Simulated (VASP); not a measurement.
Input of a VASP 6.6.1 run:

The input INCAR:

```
PREC = Accurate ; ENCUT = 520
EDIFF = 1E-6 ; ISMEAR = -1
SIGMA = 0.1 ; LREAL = False
LASPH = True ; NELM = 80
ALGO = Normal ; ISIF = 2
LWAVE = False ; LCHARG = True
GGA = PE ; LELF = True
LVHAR = True ; NBANDS = 12
```

Contents of KPOINTS:

```
Automatic mesh
0
Gamma
  11 11 11
```

The input POSCAR:

```
Tl
1.0
    0.0000000000      2.5002470095      2.5002470095
    2.5002470095      0.0000000000      2.5002470095
    2.5002470095      2.5002470095      0.0000000000
Tl
1
Direct
    0.0000000000      0.0000000000      0.0000000000
```

Potentials or basis: VASP PAW PBE potentials, release 64 (Tl_d).

The run is started by

```sh
$ cat potpaw_PBE.64/Tl_d/POTCAR > POTCAR
$ mpirun -np 1 vasp_std > vasp.out
```

Problem. What does it give for the pressure?

Solution. -0.1 GPa.
